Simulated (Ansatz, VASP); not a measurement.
**Two plane-wave programs on PtSe2**

```
Pt Se
1.0
     3.72400    0.00000    0.00000
    -1.86200    3.22508    0.00000
     0.00000    0.00000    5.06200
Pt Se
1 2
Direct
  0.00000 0.00000 0.00000
  0.24348 0.60089 0.19073
  0.66667 0.33333 0.75000
```

Alike in both runs: task single point; functional PBEsol; k mesh 12 × 12 × 10; occupations gaussian, width 0.15 eV; no spin polarisation.

|  | VASP | Ansatz |
| --- | --- | --- |
| version | VASP 6.6.1 | Ansatz 0.2.0 |
| potentials or method | VASP PAW PBE potentials, release 64 (Pt, Se), cutoff 520 eV | scalar-relativistic, plane waves, PAW |
| valence electrons in the cell | 22 | 50 |

Ansatz gave:

| Property | Result |
| --- | --- |
| gap on the k mesh at the Fermi level (eV) | none |
| pressure (GPa) | 19.0 |
| traceless stress, the component that is largest in VASP (GPa) | 10.73 |
| rms of the force components (eV/Å) | 2.764 |

Task: Estimate VASP's values.

Result: gap on the k mesh at the Fermi level (eV): none; pressure (GPa): 19.3; traceless stress, the component that is largest in VASP (GPa): 10.89; rms of the force components (eV/Å): 2.795.

VASP's potentials were made for PBE, not for PBEsol. Atom by atom the forces differ by 0.032 eV/Å (rms over components). A gap of «none» marks a metal or a gap that the smearing closes. With one functional, cell and mesh, what is left measures potentials, basis and numerics. VASP's potentials hold 22 valence electrons a cell and Ansatz's 50, so a difference there can come from the potentials and not from the codes.

Neither program's run includes spin-orbit coupling.
